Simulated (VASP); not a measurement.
A run of VASP 6.6.1:

INCAR

```
  PREC = Accurate
  ENCUT = 520
  EDIFF = 1E-7
  ISMEAR = 0
  SIGMA = 0.15
  LREAL = False
  LASPH = True
  NELM = 60
  ALGO = Fast
  ISIF = 2
  LWAVE = False
  LCHARG = True
  GGA = PS
  LELF = True
  LVHAR = True
  NBANDS = 21
```

The input KPOINTS:

```
regular mesh
0
Gamma
  18 18 10
```

File POSCAR:

```
Ru
1.0
    2.6178701703      0.0000000000      0.0000000000
   -1.3089350852      2.2671420713      0.0000000000
    0.0000000000      0.0000000000      4.2523798378
Ru
2
Direct
    0.3533605057      0.7067210114      0.2500000000
    0.6466394943      0.2932789886      0.7500000000
```

Potentials or basis: VASP PAW PBE potentials, release 64 (Ru_pv).

Launch:

```sh
$ cat potpaw_PBE.64/Ru_pv/POTCAR > POTCAR
$ mpirun -np 1 vasp_std > vasp.out
```

Hardware: 1 thread of Intel(R) Xeon(R) 6975P-C (Granite Rapids), with other jobs on the host.

**Question.** How long does it take, and how much memory?

**Answer.** Wall time 3.6 min on 1 thread of Intel(R) Xeon(R) 6975P-C (Granite Rapids), on a shared host, peak memory 0.32 GiB. Counts: scf iterations 14, k points 546.
